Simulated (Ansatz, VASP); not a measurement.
**Two plane-wave programs on SiC**

Contents of INCAR:

```
SYSTEM = SiC
PREC = Accurate
ENCUT = 520
EDIFF = 1E-7
ISMEAR = 0
SIGMA = 0.05
LREAL = .False.
LASPH = .True.
NELM = 100
ALGO = Normal
ISIF = 2
LWAVE = .False.
LCHARG = .False.
GGA = PS
NBANDS = 11
```

File KPOINTS:

```
regular mesh
0
Gamma
  12 12 12
  0 0 0
```

POSCAR

```
SiC
1.0
    0.0000000000      2.2812691721      2.2812691721
    2.2812691721      0.0000000000      2.2812691721
    2.1641640213      2.1641640213      0.1171051508
Si C
1 1
Direct
    0.0000000000      0.0000000000      0.0000000000
    0.7500000000      0.7500000000      0.7500000000
```

Input for Ansatz:

```yaml
crystal:
  lattice:
    - [0.0, 2.2812691721, 2.2812691721]
    - [2.2812691721, 0.0, 2.2812691721]
    - [2.1641640213, 2.1641640213, 0.1171051508]
  atoms:
    - { symbol: Si, position: [0.0, 0.0, 0.0] }
    - { symbol: C, position: [0.75, 0.75, 0.75] }
basis:
  ecutwfc: 520.0
kpoints:
  mp_grid: { grid: [12, 12, 12] }
hamiltonian:
  xc: pbesol
  pseudopotentials: { kind: paw, azcp: { folder: soft_1 } }
scf:
  occupations: { method: gaussian, width: 0.05 }
output:
  forces: true
  stress: true
  eigenvalues: true
```

Alike in both runs: task single point; functional PBEsol; k mesh 12 × 12 × 12; occupations gaussian, width 0.05 eV; no spin polarisation.

|  | VASP | Ansatz |
| --- | --- | --- |
| version | VASP 6.6.1 | Ansatz 0.2.0 |
| potentials or method | VASP PAW PBE potentials, release 64 (Si, C), cutoff 520 eV | scalar-relativistic, plane waves, PAW |
| valence electrons in the cell | 8 | 8 |

Ansatz gave:

| Quantity | Value |
| --- | --- |
| gap on the k mesh at the Fermi level (eV) | 1.00 |
| least direct gap on the mesh (eV) | 3.84 |
| pressure (GPa) | -9.7 |
| traceless stress, the component that is largest in VASP (GPa) | 13.21 |
| rms of the force components (eV/Å) | 0.485 |

Task: Which values does VASP return?

Result: gap on the k mesh at the Fermi level (eV): 0.99; least direct gap on the mesh (eV): 3.83; pressure (GPa): -9.4; traceless stress, the component that is largest in VASP (GPa): 13.31; rms of the force components (eV/Å): 0.492.

VASP's potentials were made for PBE, not for PBEsol, and Ansatz warns of the same on its side. Atom by atom the forces differ by 0.007 eV/Å (rms over components). With one functional, cell and mesh, what is left measures potentials, basis and numerics.
